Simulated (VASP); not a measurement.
Runs of VASP 6.6.1 on TlAgTe2. The structure is that of space group I-4m2 (No. 119), or close to it. The cells are those of the table. 

```csv
task,cell,gap on the mesh (eV),pressure (GPa),largest force (eV/Å)
electric field gradients,"a = 8.153 Å, angles 152.0, 152.0, 40.0°, 4 atoms",none,-2.2,0.06
electric field gradients,"a = 7.956 Å, angles 151.5, 151.5, 40.8°, 4 atoms",none,-0.2,0.27
electric field gradients,"a = 8.045 Å, angles 152.0, 152.0, 40.0°, 4 atoms",none,-0.4,0.25
single point,"a = 8.072 Å, angles 152.0, 152.0, 40.0°, 4 atoms",none,(b),0.20
electric field gradients,"a = 8.099 Å, angles 152.0, 152.0, 40.0°, 4 atoms",none,(a),0.15
```

Alike in all rows: level LDA; potentials or basis VASP PAW LDA potentials, release 64 (Tl_d, Ag, Te); no spin polarisation; k mesh 13 × 13 × 13; cutoff (eV) 520; smearing fermi-dirac 0.05 eV.

Q: Fill in the values left out.

A: (a) -1.4; (b) -0.9.

Caveats: spin-orbit coupling is left out, which moves the levels of the heavy elements.

A k mesh can miss the band edges, and the runs leave out spin-orbit coupling on Ag, Te, Tl.

A gap of «none» marks levels without a gap at the run's occupations.
